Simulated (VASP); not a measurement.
# Co (P6_3/mmc) in VASP: further runs, part 2 of 2

VASP 6.6.1. The steps go on from the part before.

### Step 4. Single point, PBE, collinear spin, ferromagnetic start

This run uses another cell than the first one, of 11.19 Å³/atom.

Input file INCAR:

```
SYSTEM = Co
PREC = Accurate
ENCUT = 520
EDIFF = 1E-6
ISMEAR = -1
SIGMA = 0.1
LREAL = .False.
LASPH = .True.
NELM = 150
ALGO = Normal
ISIF = 2
LWAVE = .False.
LCHARG = .False.
ISPIN = 2
MAGMOM = 1.8 1.8
LORBIT = 11
LMAXMIX = 4
GGA = PE
NBANDS = 20
```

Input file KPOINTS:

```
regular mesh
0
Gamma
  15 15 8
  0 0 0
```

Input file POSCAR:

```
Co
1.0
    2.5157302938      0.0000000000      0.0000000000
   -1.2578651469      2.1786862457      0.0000000000
    0.0000000000      0.0000000000      4.0834213618
Co
2
Direct
    0.3333333333      0.6666666667      0.2500000000
    0.6666666667      0.3333333333      0.7500000000
```

Potentials or basis: VASP PAW PBE potentials, release 64 (Co).

Launch:

```sh
$ cat potpaw_PBE.64/Co/POTCAR > POTCAR
$ mpirun -np 1 vasp_std > vasp.out
```

OUTCAR:

```text
SYSTEM = Co
   PREC = Accurate
   ENCUT = 520
   EDIFF = 1E-6
   ISMEAR = -1
   LREAL = .False.
   LASPH = .True.
   NELM = 150
   ISIF = 2
   ISPIN = 2
   LORBIT = 11
   GGA = PE

 ion  position               nearest neighbor table
   1  0.333  0.667  0.250-   2 2.51   2 2.51   2 2.51   2 2.51   2 2.51   2 2.51
   2  0.667  0.333  0.750-   1 2.51   1 2.51   1 2.51   1 2.51   1 2.51   1 2.51

  LATTYP: Found a hexagonal cell.
 ALAT       =     2.5157302938
 C/A-ratio  =     1.6231554598

  Lattice vectors:

 A1 = (   2.5157302938,   0.0000000000,   0.0000000000)
 A2 = (  -1.2578651469,   2.1786862457,   0.0000000000)
 A3 = (   0.0000000000,   0.0000000000,   4.0834213618)

Analysis of symmetry for initial positions (statically):
=====================================================================
 Subroutine PRICEL returns:
 Original cell was already a primitive cell.

 Routine SETGRP: Setting up the symmetry group for a
 hexagonal supercell.

 Subroutine GETGRP returns: Found 24 space group operations
 (whereof 12 operations were pure point group operations)
 out of a pool of 24 trial point group operations.

The static configuration has the point symmetry D_3d.
 The point group associated with its full space group is D_6h.

Analysis of symmetry for dynamics (positions and initial velocities):
=====================================================================
 Subroutine PRICEL returns:
 Original cell was already a primitive cell.

 Routine SETGRP: Setting up the symmetry group for a
 hexagonal supercell.

 Subroutine GETGRP returns: Found 24 space group operations
 (whereof 12 operations were pure point group operations)
 out of a pool of 24 trial point group operations.

The dynamic configuration has the point symmetry D_3d.
 The point group associated with its full space group is D_6h.

Analysis of structural, dynamic, and magnetic symmetry:
=====================================================================
 Subroutine PRICEL returns:
 Original cell was already a primitive cell.

 Routine SETGRP: Setting up the symmetry group for a
 hexagonal supercell.

 Subroutine GETGRP returns: Found 24 space group operations
 (whereof 12 operations were pure point group operations)
 out of a pool of 24 trial point group operations.

The overall configuration has the point symmetry D_3d.
 The point group associated with its full space group is D_6h.

 Subroutine INISYM returns: Found 24 space group operations
 (whereof 12 operations are pure point group operations),
 and found     1 'primitive' translations

----------------------------------------------------------------------------------------

                                     Primitive cell

  volume of cell :      22.3812

  direct lattice vectors                    reciprocal lattice vectors
     2.515730294  0.000000000  0.000000000     0.397498890  0.229496102  0.000000000
    -1.257865147  2.178686246  0.000000000     0.000000000  0.458992203  0.000000000
     0.000000000  0.000000000  4.083421362     0.000000000  0.000000000  0.244892680

  length of vectors
[... 71 lines left out ...]
   NGXF,Y,Z  is equivalent  to a cutoff of  26.43, 26.43, 24.43 a.u.
 SYSTEM =  Co
   PREC   = accura    normal or accurate (medium, high low for compatibility)
   ISTART =      0    job   : 0-new  1-cont  2-samecut
   ICHARG =      2    charge: 1-file 2-atom 10-const
   ISPIN  =      2    spin polarized calculation?
   LNONCOLLINEAR =      F non collinear calculations
   LSORBIT =      F    spin-orbit coupling
   LASPH  =      T    aspherical Exc in radial PAW
   ENCUT  =  520.0 eV  38.22 Ry    6.18 a.u.   4.68  4.68  7.59*2*pi/ulx,y,z
   NELM   =    150;   NELMIN=  2; NELMDL= -5     # of ELM steps
   EDIFF  = 0.1E-05   stopping-criterion for ELM
   LREAL  =      F    real-space projection
   EDIFFG = 0.1E-04   stopping-criterion for IOM
   NSW    =      0    number of steps for IOM
   IBRION =     -1    ionic relax: 0-MD 1-quasi-New 2-CG
   NFREE  =      0    steps in history (QN), initial steepest desc. (CG)
   ISIF   =      2    stress and relaxation
   ISYM   =      2    0-nonsym 1-usesym 2-fastsym
   POTIM  = 0.5000    time-step for ionic-motion
   TEBEG  =    0.0;   TEEND  =   0.0 temperature during run
   PSTRESS=    0.0 pullay stress
   NELECT =      18.0000    total number of electrons
   NUPDOWN=      -1.0000    fix difference up-down
   EMIN   =  10.00;   EMAX   =-10.00  energy-range for DOS
   EFERMI =   0.00;   METHOD = LEGACY
   ISMEAR =    -1;   SIGMA  =   0.10  broadening in eV -4-tet -1-fermi 0-gaus
   EFERMI_NEDOS =   21; number of points for ismear=-14 and -15
   IALGO  =     38    algorithm
   IMIX   =      4    mixing-type and parameters
     AMIX     =   0.40;   BMIX     =  1.00
     AMIX_MAG =   1.60;   BMIX_MAG =  1.00
  volume/ion in A,a.u.               =      11.19        75.52
  Fermi-wavevector in a.u.,A,eV,Ry     =   1.522432  2.876980 31.535588  2.317800
  Thomas-Fermi vector in A             =   2.631012
   LORBIT       =     11    0 simple, 1 ext, 2 COOP (PROOUT), +10 PAW based schemes
   GGA     = PE    functional components
   LHFCALC =     F    Hartree Fock is set to
   AEXX    =    0.0000 exact exchange contribution
   IVDW    =     0    specifies the selected vdW correction
   LEPSILON=     F    determine dielectric tensor
   LRPA    =     F    only Hartree local field effects (RPA)
 spin polarized calculation
  energy-cutoff  :      520.00
  volume of cell :       22.38
 maximum number of plane-waves:       620
 NGX is ok and might be reduce to    20
   NGX =  9   NGY =  9   NGZ = 15

 number of electron      18.0000004 magnetization       3.2643879

 Free energy of the ion-electron system (eV)
  ---------------------------------------------------
  ext. energy  EPLUGINS =         0.00000000
  ---------------------------------------------------
  free energy    TOTEN  =       -14.08779919 eV

  energy without entropy =      -14.02578961  energy(sigma->0) =      -14.05679440

 E-fermi :   9.8296     XC(G=0): -13.2229

 val. band max:        9.8290238609   @ k =   0.1333   0.1333   0.0000
 cond. band min:       9.8312511459   @ k =   0.2000   0.0000   0.1250
 fundamental gap:      0.0022272849
 Fermi energy:         9.8296299465

 spin component 1

 k-point     1 :       0.0000    0.0000    0.0000
  band No.  band energies     occupation
      1       1.0969      1.00000
      2       4.8352      1.00000
      3       7.2393      1.00000
      4       7.2768      1.00000
      5       7.2768      1.00000
      6       7.5681      1.00000
[... 541 lines left out ...]
     19      28.7012      0.00000
     20      38.0464      0.00000

 [... further k-points ...]

 spin component 2

 k-point     1 :       0.0000    0.0000    0.0000
  band No.  band energies     occupation
      1       1.0882      1.00000
      2       5.7830      1.00000
      3       8.8806      0.99992
      4       8.9341      0.99987
      5       8.9341      0.99987
      6       9.2778      0.99600
[... 541 lines left out ...]
     19      29.0470      0.00000
     20      38.3254      0.00000

 [... further k-points ...]

------------------------ aborting loop because EDIFF is reached ----------------------------------------

  FORCE on cell =-STRESS in cart. coord.  units (eV):
  Direction    XX          YY          ZZ          XY          YZ          ZX
  --------------------------------------------------------------------------------------
  -------------------------------------------------------------------------------------
  Total       -0.8490135     -0.8490135     -0.9308334      0.0000000      0.0000000     -0.0000000
  in kB      -60.7774160    -60.7774106    -66.6345693      0.0000000      0.0000000     -0.0000000
  external PRESSURE =     -62.7297986 kB  Pullay stress =       0.0000000 kB

 VOLUME and BASIS-vectors are now :
 -----------------------------------------------------------------------------
  energy-cutoff  :      520.00
  volume of cell :       22.38
      direct lattice vectors                 reciprocal lattice vectors
     2.515730294  0.000000000  0.000000000     0.397498890  0.229496102  0.000000000
    -1.257865147  2.178686246  0.000000000     0.000000000  0.458992203  0.000000000
     0.000000000  0.000000000  4.083421362     0.000000000  0.000000000  0.244892680

 POSITION                                       TOTAL-FORCE (eV/Angst)
 -----------------------------------------------------------------------------------
     -0.00000      1.45246      1.02086        -0.000000      0.000000      0.000000
      1.25787      0.72623      3.06257         0.000000     -0.000000      0.000000
 -----------------------------------------------------------------------------------
    total drift:                               -0.000000      0.000000     -0.000000

  FREE ENERGIE OF THE ION-ELECTRON SYSTEM (eV)
  ---------------------------------------------------
  free  energy   TOTEN  =       -14.0877991883 eV

  energy  without entropy=      -14.0257896072  energy(sigma->0) =      -14.05679440

 total charge

# of ion       s       p       d       tot
------------------------------------------
    1        0.476   0.495   7.243   8.214
    2        0.476   0.495   7.243   8.214
--------------------------------------------------
tot          0.952   0.990  14.486  16.428

 magnetization (x)

# of ion       s       p       d       tot
------------------------------------------
    1       -0.014  -0.053   1.725   1.658
    2       -0.014  -0.053   1.725   1.658
--------------------------------------------------
tot         -0.028  -0.105   3.450   3.316
```

OSZICAR:

```text
N       E                     dE             d eps       ncg     rms          rms(c)
DAV:   1     0.842320186523E+02    0.84232E+02   -0.78680E+03 11376   0.118E+03
DAV:   2    -0.118109310027E+02   -0.96043E+02   -0.86523E+02 10984   0.214E+02
DAV:   3    -0.161589320709E+02   -0.43480E+01   -0.41469E+01 12348   0.552E+01
DAV:   4    -0.162253974492E+02   -0.66465E-01   -0.66409E-01 13376   0.601E+00
DAV:   5    -0.162272304015E+02   -0.18330E-02   -0.18329E-02 12396   0.936E-01    0.144E+01
DAV:   6    -0.145815238727E+02    0.16457E+01   -0.79795E+00 12184   0.574E+01    0.756E+00
DAV:   7    -0.141173323846E+02    0.46419E+00   -0.13263E+00 12428   0.215E+01    0.373E+00
DAV:   8    -0.141026320340E+02    0.14700E-01   -0.18342E-02 14036   0.127E+00    0.174E+00
DAV:   9    -0.140877827888E+02    0.14849E-01   -0.33873E-03 16988   0.989E-01    0.552E-01
DAV:  10    -0.140879080398E+02   -0.12525E-03   -0.49296E-04 14284   0.281E-01    0.277E-01
DAV:  11    -0.140878019257E+02    0.10611E-03   -0.21992E-04 15264   0.227E-01    0.274E-02
DAV:  12    -0.140877995788E+02    0.23470E-05   -0.20696E-05 11476   0.366E-02    0.158E-02
DAV:  13    -0.140877991883E+02    0.39044E-06   -0.16900E-06 10532   0.155E-02
   1 F= -.14087799E+02 E0= -.14056794E+02  d E =-.620096E-01  mag=     3.2651
```

stdout:

```text
POSCAR found type information on POSCAR Co
 POSCAR found :  1 types and       2 ions
 scaLAPACK will be used
 LDA part: xc-table for (Slater+PW92), standard interpolation
 POSCAR, INCAR and KPOINTS ok, starting setup
 FFT: planning ... GRIDC
 FFT: planning ... GRID_SOFT
 FFT: planning ... GRID
 WAVECAR not read
 entering main loop
```

Run time: 86 s. Hardware: 1 thread of AMD EPYC 7R13 (Zen 3), shared host; peak memory 0.17 GiB.

What came out:

```yaml
Free_energy: -14.0878 eV
Pressure: -6.3 GPa
Net_moment: 3.26 μB per cell
Site_moments: Co +1.66 μB
Valence_electrons_inside_the_program's_atomic_spheres: Co 8.21
```

Stress tensor (GPa, compression positive):
```
-6.08  0.00  0.00
 0.00 -6.08  0.00
 0.00  0.00 -6.66
```

Levels at points of the mesh, in eV from the Fermi level:
Spin up:
```
           k point  band 7  band 8  band 9  band 10  band 11  band 12  band 13  band 14  band 15  band 16
(0.00, 0.00, 0.00)   -2.26   -1.93   -1.93    -0.89    -0.89    -0.10     6.02    21.76    24.05    24.05
(0.00, 0.00, 0.50)   -2.62   -2.62   -1.19    -1.19    -1.19    -1.19    14.57    14.57    22.46    22.46
```
Spin down:
```tsv
k point	band 4	band 5	band 6	band 7	band 8	band 9	band 10	band 11
(0.00, 0.00, 0.00)	-0.90	-0.90	-0.55	-0.55	-0.17	-0.13	-0.13	1.02
(0.00, 0.00, 0.50)	-1.47	-0.95	-0.95	-0.95	-0.95	0.70	0.70	0.70
```

Caveat: the cell stands under tension.

### Step 5. Single point, PBE, collinear spin, ferromagnetic start

This run uses another cell than the first one, of 11.52 Å³/atom.

Input file INCAR:

```
SYSTEM = Co
PREC = Accurate ; ENCUT = 520
EDIFF = 1E-6 ; ISMEAR = -1
SIGMA = 0.1 ; LREAL = .False.
LASPH = .True. ; NELM = 150
ALGO = Normal ; ISIF = 2
LWAVE = .False. ; LCHARG = .False.
ISPIN = 2 ; MAGMOM = 1.8 1.8
LORBIT = 11 ; LMAXMIX = 4
GGA = PE ; NBANDS = 20
```

Input file KPOINTS:

```
Automatic mesh
0
Gamma
  15 15 8
  0 0 0
```

Input file POSCAR:

```
Co
1.0
    2.5403958891      0.0000000000      0.0000000000
   -1.2701979446      2.2000472769      0.0000000000
    0.0000000000      0.0000000000      4.1234574576
Co
2
Direct
    0.3333333333      0.6666666667      0.2500000000
    0.6666666667      0.3333333333      0.7500000000
```

Launch:

```sh
$ cat potpaw_PBE.64/Co/POTCAR > POTCAR
$ mpirun -np 1 vasp_std > vasp.out
```

Wall time 80 s (1 thread of AMD EPYC 7R13 (Zen 3), shared host); peak memory 0.18 GiB.

The run converged. Its results:

```
Free energy                                           : -14.0513 eV
Pressure                                              : -11.2 GPa
Net moment                                            : 3.29 μB per cell
Site moments                                          : Co +1.68 μB
Valence electrons inside the program's atomic spheres : Co 8.16
```

Stress tensor (GPa, compression positive):
```
-11.14   0.00   0.00
  0.00 -11.14   0.00
  0.00   0.00 -11.47
```

Levels at points of the mesh, in eV from the Fermi level:
Spin up:
```csv
k point,band 7,band 8,band 9,band 10,band 11,band 12,band 13,band 14,band 15,band 16
"(0.00, 0.00, 0.00)",-2.25,-1.93,-1.93,-0.94,-0.94,-0.08,5.77,21.50,23.52,23.52
"(0.00, 0.00, 0.50)",-2.58,-2.58,-1.22,-1.22,-1.22,-1.22,14.24,14.24,22.18,22.18
```
Spin down:
```csv
k point,band 5,band 6,band 7,band 8,band 9,band 10
"(0.00, 0.00, 0.00)",-0.85,-0.52,-0.52,-0.17,-0.11,-0.11
"(0.00, 0.00, 0.50)",-0.91,-0.91,-0.91,-0.91,0.68,0.68
```

Caveat: the cell stands under tension.

### Step 6. Single point, PBE, collinear spin, ferromagnetic start

This run uses another cell than the first one, of 11.86 Å³/atom.

Input file INCAR:

```
SYSTEM = Co
ALGO     = Normal         ! electronic algorithm
EDIFF    = 1E-6           ! SCF threshold, eV
ENCUT    = 520            ! plane-wave cutoff, eV
GGA      = PE             ! functional
ISIF     = 2              ! what is computed and relaxed
ISMEAR   = -1             ! smearing method
ISPIN    = 2              ! spin polarisation
LASPH    = .TRUE.         ! aspherical terms in the spheres
LCHARG   = .FALSE.        ! write CHGCAR
LMAXMIX  = 4              ! l up to which the mixer works
LORBIT   = 11             ! projections on sites
LREAL    = .FALSE.        ! projectors in reciprocal space
LWAVE    = .FALSE.        ! write WAVECAR
MAGMOM   = 1.8 1.8        ! initial moments
NBANDS   = 20             ! bands
NELM     = 150            ! most SCF steps
PREC     = Accurate       ! precision mode
SIGMA    = 0.1            ! smearing width, eV
```

Input file KPOINTS:

```
k-points
0
G
  15 15 8
  0 0 0
```

Input file POSCAR:

```
Co
1.0
    2.5645915919      0.0000000000      0.0000000000
   -1.2822957960      2.2210013693      0.0000000000
    0.0000000000      0.0000000000      4.1627308447
Co
2
Direct
    0.3333333333      0.6666666667      0.2500000000
    0.6666666667      0.3333333333      0.7500000000
```

Potentials or basis: VASP PAW PBE potentials, release 64 (Co).

Launch:

```sh
$ cat potpaw_PBE.64/Co/POTCAR > POTCAR
$ mpirun -np 1 vasp_std > vasp.out
```

It took 78 s on 1 thread of AMD EPYC 7R13 (Zen 3), shared host; peak memory 0.18 GiB.

The run converged. Its results:

* Free energy: -13.9960 eV
* Pressure: -15.4 GPa
* Net moment: 3.32 μB per cell
* Site moments: Co +1.70 μB
* Valence electrons inside the program's atomic spheres: Co 8.11

Stress tensor (GPa, compression positive):
```
-15.37   0.00   0.00
  0.00 -15.37   0.00
  0.00   0.00 -15.50
```

Levels at points of the mesh, in eV from the Fermi level:
Spin up:
```
           k point  band 9  band 10  band 11  band 12  band 13  band 14
(0.00, 0.00, 0.00)   -1.93    -0.98    -0.98    -0.07     5.53    21.25
(0.00, 0.00, 0.50)   -1.26    -1.26    -1.26    -1.26    13.93    13.93
```
Spin down:
| k point | band 3 | band 4 | band 5 | band 6 | band 7 | band 8 | band 9 | band 10 | band 11 | band 12 |
| --- | --- | --- | --- | --- | --- | --- | --- | --- | --- | --- |
| (0.00, 0.00, 0.00) | -0.86 | -0.81 | -0.81 | -0.50 | -0.50 | -0.16 | -0.10 | -0.10 | 0.96 | 0.96 |
| (0.00, 0.00, 0.50) | -1.35 | -1.35 | -0.86 | -0.86 | -0.86 | -0.86 | 0.66 | 0.66 | 0.66 | 0.66 |

Caveat: the cell stands under tension.

### Step 7. Overview

```tsv
cell	gap on the mesh (eV)	pressure (GPa)	moment (μB)
a = 2.465, b = 2.465, c = 4.001 Å, angles 90.0, 90.0, 120.0°, 2 atoms	none	6.7	3.18
a = 2.491, b = 2.491, c = 4.043 Å, angles 90.0, 90.0, 120.0°, 2 atoms	none	-0.4	3.23
a = 2.516, b = 2.516, c = 4.083 Å, angles 90.0, 90.0, 120.0°, 2 atoms	none	-6.3	3.26
a = 2.540, b = 2.540, c = 4.123 Å, angles 90.0, 90.0, 120.0°, 2 atoms	none	-11.2	3.29
a = 2.565, b = 2.565, c = 4.163 Å, angles 90.0, 90.0, 120.0°, 2 atoms	none	-15.4	3.32
```

Alike in all rows: task single point; level PBE; potentials or basis VASP PAW PBE potentials, release 64 (Co); spin collinear, ferromagnetic start; k mesh 15 × 15 × 8; cutoff (eV) 520; smearing fermi-dirac 0.1 eV.

Caveats: the cell stands under tension (at least some runs); the cell stands under pressure (at least some runs).

Total energies depend on the potentials used, so only differences within one code and one set of settings carry meaning.
